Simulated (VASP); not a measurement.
# Cu (Fm-3m) in VASP: a series of runs, part 2 of 3

VASP 6.6.1. Earlier steps stand in the parts before.

## Step 4: Single point, LDA

The input, INCAR:

```
PREC     = Accurate       # precision mode
ENCUT    = 520            # plane-wave cutoff, eV
EDIFF    = 1E-6           # SCF threshold, eV
ISMEAR   = -1             # smearing method
SIGMA    = 1.0            # smearing width, eV
LREAL    = False          # projectors in reciprocal space
LASPH    = True           # aspherical terms in the spheres
NELM     = 100            # most SCF steps
ALGO     = Normal         # electronic algorithm
ISIF     = 2              # what is computed and relaxed
LWAVE    = False          # write WAVECAR
LCHARG   = False          # write CHGCAR
GGA      = CA             # functional
NBANDS   = 12             # bands
```

The input, KPOINTS:

```
regular mesh
0
Gamma
  15 15 15
```

The input, POSCAR:

```
Cu
1.0
    0.0000000000      1.7588202533      1.7588202533
    1.7588202533      0.0000000000      1.7588202533
    1.7588202533      1.7588202533      0.0000000000
Cu
1
Direct
    0.0000000000      0.0000000000      0.0000000000
```

Potentials or basis: VASP PAW LDA potentials, release 64 (Cu).

Started as:

```sh
> cat potpaw_LDA.64/Cu/POTCAR > POTCAR
> mpirun -np 1 vasp_std > vasp.out
```

OUTCAR:

```text
PREC = Accurate
   ENCUT = 520
   EDIFF = 1E-6
   ISMEAR = -1
   LREAL = False
   LASPH = True
   NELM = 100
   ISIF = 2
   GGA = CA

 ion  position               nearest neighbor table
   1  0.000  0.000  0.000-

  LATTYP: Found a face centered cubic cell.
 ALAT       =     3.5176405066

  Lattice vectors:

 A1 = (   0.0000000000,   1.7588202533,   1.7588202533)
 A2 = (   1.7588202533,   0.0000000000,   1.7588202533)
 A3 = (   1.7588202533,   1.7588202533,   0.0000000000)

Analysis of symmetry for initial positions (statically):
=====================================================================
 Subroutine PRICEL returns:
 Original cell was already a primitive cell.

 Routine SETGRP: Setting up the symmetry group for a
 face centered cubic supercell.

 Subroutine GETGRP returns: Found 48 space group operations
 (whereof 48 operations were pure point group operations)
 out of a pool of 48 trial point group operations.

The static configuration has the point symmetry O_h .

Analysis of symmetry for dynamics (positions and initial velocities):
=====================================================================
 Subroutine PRICEL returns:
 Original cell was already a primitive cell.

 Routine SETGRP: Setting up the symmetry group for a
 face centered cubic supercell.

 Subroutine GETGRP returns: Found 48 space group operations
 (whereof 48 operations were pure point group operations)
 out of a pool of 48 trial point group operations.

The dynamic configuration has the point symmetry O_h .

 Subroutine INISYM returns: Found 48 space group operations
 (whereof 48 operations are pure point group operations),
 and found     1 'primitive' translations

----------------------------------------------------------------------------------------

                                     Primitive cell

  volume of cell :      10.8816

  direct lattice vectors                    reciprocal lattice vectors
     0.000000000  1.758820253  1.758820253    -0.284281466  0.284281466  0.284281466
     1.758820253  0.000000000  1.758820253     0.284281466 -0.284281466  0.284281466
     1.758820253  1.758820253  0.000000000     0.284281466  0.284281466 -0.284281466

  length of vectors
     2.487347456  2.487347456  2.487347456     0.492389943  0.492389943  0.492389943

  position of ions in fractional coordinates (direct lattice)
     0.000000000  0.000000000  0.000000000

  ion indices of the primitive-cell ions
   primitive index   ion index
                 1           1

----------------------------------------------------------------------------------------

 KPOINTS: regular mesh

Automatic generation of k-mesh.
 Grid dimensions read from file:
 generate k-points for:   15   15   15

 Generating k-lattice:

  Cartesian coordinates                     Fractional coordinates (reciprocal lattice)
    -0.018952098  0.018952098  0.018952098     0.066666667  0.000000000  0.000000000
     0.018952098 -0.018952098  0.018952098     0.000000000  0.066666667  0.000000000
     0.018952098  0.018952098 -0.018952098     0.000000000  0.000000000  0.066666667

  Length of vectors
     0.032825996  0.032825996  0.032825996

  Shift w.r.t. Gamma in fractional coordinates (k-lattice)
     0.000000000  0.000000000  0.000000000

 Subroutine IBZKPT returns following result:
 ===========================================

 Found    120 irreducible k-points:

 Following reciprocal coordinates:
            Coordinates               Weight
  0.000000  0.000000  0.000000      1.000000
  0.066667  0.000000  0.000000      8.000000
  0.133333  0.000000  0.000000      8.000000
  0.200000  0.000000  0.000000      8.000000
  0.266667  0.000000  0.000000      8.000000
  0.333333  0.000000  0.000000      8.000000
[... 16 lines left out ...]
  0.133333  0.133333  0.000000      6.000000
  0.200000  0.133333  0.000000     24.000000
 [... further k-points ...]
   k-points           NKPTS =    120   k-points in BZ     NKDIM =    120   number of bands    NBANDS=     12
   number of dos      NEDOS =    301   number of ions     NIONS =      1
   total plane-waves  NPLWV =   5832
   dimension x,y,z NGX =    18 NGY =   18 NGZ =   18
   dimension x,y,z NGXF=    36 NGYF=   36 NGZF=   36
   ions per type =               1
   NGX,Y,Z   is equivalent  to a cutoff of  12.03, 12.03, 12.03 a.u.
   NGXF,Y,Z  is equivalent  to a cutoff of  24.06, 24.06, 24.06 a.u.
 SYSTEM =  unknown system
   PREC   = accura    normal or accurate (medium, high low for compatibility)
   ISTART =      0    job   : 0-new  1-cont  2-samecut
   ICHARG =      2    charge: 1-file 2-atom 10-const
   ISPIN  =      1    spin polarized calculation?
   LNONCOLLINEAR =      F non collinear calculations
   LSORBIT =      F    spin-orbit coupling
   LASPH  =      T    aspherical Exc in radial PAW
   ENCUT  =  520.0 eV  38.22 Ry    6.18 a.u.   4.62  4.62  4.62*2*pi/ulx,y,z
   NELM   =    100;   NELMIN=  2; NELMDL= -5     # of ELM steps
   EDIFF  = 0.1E-05   stopping-criterion for ELM
   LREAL  =      F    real-space projection
   EDIFFG = 0.1E-04   stopping-criterion for IOM
   NSW    =      0    number of steps for IOM
   IBRION =     -1    ionic relax: 0-MD 1-quasi-New 2-CG
   NFREE  =      0    steps in history (QN), initial steepest desc. (CG)
   ISIF   =      2    stress and relaxation
   ISYM   =      2    0-nonsym 1-usesym 2-fastsym
   POTIM  = 0.5000    time-step for ionic-motion
   TEBEG  =    0.0;   TEEND  =   0.0 temperature during run
   PSTRESS=    0.0 pullay stress
   NELECT =      11.0000    total number of electrons
   NUPDOWN=      -1.0000    fix difference up-down
   EMIN   =  10.00;   EMAX   =-10.00  energy-range for DOS
   EFERMI =   0.00;   METHOD = LEGACY
   ISMEAR =    -1;   SIGMA  =   1.00  broadening in eV -4-tet -1-fermi 0-gaus
   EFERMI_NEDOS =   21; number of points for ismear=-14 and -15
   IALGO  =     38    algorithm
   IMIX   =      4    mixing-type and parameters
     AMIX     =   0.40;   BMIX     =  1.00
     AMIX_MAG =   1.60;   BMIX_MAG =  1.00
  volume/ion in A,a.u.               =      10.88        73.43
  Fermi-wavevector in a.u.,A,eV,Ry     =   1.643013  3.104844 36.728804  2.699491
  Thomas-Fermi vector in A             =   2.733219
   LORBIT       =      0    0 simple, 1 ext, 2 COOP (PROOUT), +10 PAW based schemes
   GGA     = CA    functional components
   LHFCALC =     F    Hartree Fock is set to
   AEXX    =    0.0000 exact exchange contribution
   IVDW    =     0    specifies the selected vdW correction
   LEPSILON=     F    determine dielectric tensor
   LRPA    =     F    only Hartree local field effects (RPA)
 non-spin polarized calculation
  energy-cutoff  :      520.00
  volume of cell :       10.88
 maximum number of plane-waves:       303
   NGX =  9   NGY =  9   NGZ =  9

 number of electron      10.9999993 magnetization

 Free energy of the ion-electron system (eV)
  ---------------------------------------------------
  ext. energy  EPLUGINS =         0.00000000
  ---------------------------------------------------
  free energy    TOTEN  =        -5.44350514 eV

  energy without entropy =       -3.75002577  energy(sigma->0) =       -4.59676545

 E-fermi :   9.1186     XC(G=0): -13.6264

 val. band max:        9.0035803534   @ k =  -0.4667   0.3333   0.1333
 cond. band min:       9.3105232877   @ k =  -0.4667   0.2667   0.0667
 fundamental gap:      0.3069429343
 Fermi energy:         9.1186319459

 k-point     1 :       0.0000    0.0000    0.0000
  band No.  band energies     occupation
      1      -1.5820      1.99995
      2       4.7467      1.97506
      3       4.7467      1.97506
      4       4.7467      1.97506
      5       5.6690      1.93844
      6       5.6690      1.93844
      7      31.7598      0.00000
      8      34.8477      0.00000
      9      34.8477      0.00000
     10      34.8477      0.00000
     11      37.4053      0.00000
     12      37.4053      0.00000

 k-point     2 :       0.0667    0.0000    0.0000
  band No.  band energies     occupation
      1      -1.4105      1.99995
      2       4.7094      1.97596
      3       4.7805      1.97422
      4       4.7805      1.97422
      5       5.6558      1.93922
      6       5.6558      1.93922
      7      30.8280      0.00000
      8      33.1083      0.00000
      9      34.3405      0.00000
     10      34.3405      0.00000
     11      38.1397      0.00000
     12      38.1397      0.00000
[... 316 lines left out ...]
 k-point    24 :       0.2000    0.1333    0.0000
  band No.  band energies     occupation
      1      -0.0945      1.99980
      2       4.3487      1.98318
      3       5.0497      1.96638
      4       5.0798      1.96537
      5       5.3947      1.95286
      6       5.8243      1.92847
      7      26.8617      0.00000
      8      29.2740      0.00000
      9      30.2464      0.00000
     10      32.4878      0.00000
     11      35.7869      0.00000
     12      41.2648      0.00000

 [... further k-points ...]
[... 5 lines left out ...]
  --------------------------------------------------------------------------------------
  -------------------------------------------------------------------------------------
  Total        0.7963755      0.7963755      0.7963755     -0.0000000     -0.0000000      0.0000000
  in kB      117.2557439    117.2557439    117.2557439     -0.0000000     -0.0000000      0.0000000
  external PRESSURE =     117.2557439 kB  Pullay stress =       0.0000000 kB

 VOLUME and BASIS-vectors are now :
 -----------------------------------------------------------------------------
  energy-cutoff  :      520.00
  volume of cell :       10.88
      direct lattice vectors                 reciprocal lattice vectors
     0.000000000  1.758820253  1.758820253    -0.284281466  0.284281466  0.284281466
     1.758820253  0.000000000  1.758820253     0.284281466 -0.284281466  0.284281466
     1.758820253  1.758820253  0.000000000     0.284281466  0.284281466 -0.284281466

 POSITION                                       TOTAL-FORCE (eV/Angst)
 -----------------------------------------------------------------------------------
      0.00000      0.00000      0.00000         0.000000      0.000000      0.000000
 -----------------------------------------------------------------------------------
    total drift:                               -0.000000     -0.000000      0.000000

  FREE ENERGIE OF THE ION-ELECTRON SYSTEM (eV)
  ---------------------------------------------------
  free  energy   TOTEN  =        -5.4435051356 eV

  energy  without entropy=       -3.7500257680  energy(sigma->0) =       -4.59676545
```

Run time: 7.5 s. Hardware: 1 thread of Intel Xeon 6975P-C, shared host; peak memory 0.12 GiB.

What came out:

```
Free energy : -5.4435 eV
Pressure    : 11.7 GPa
```

[end of part 2 of 3]
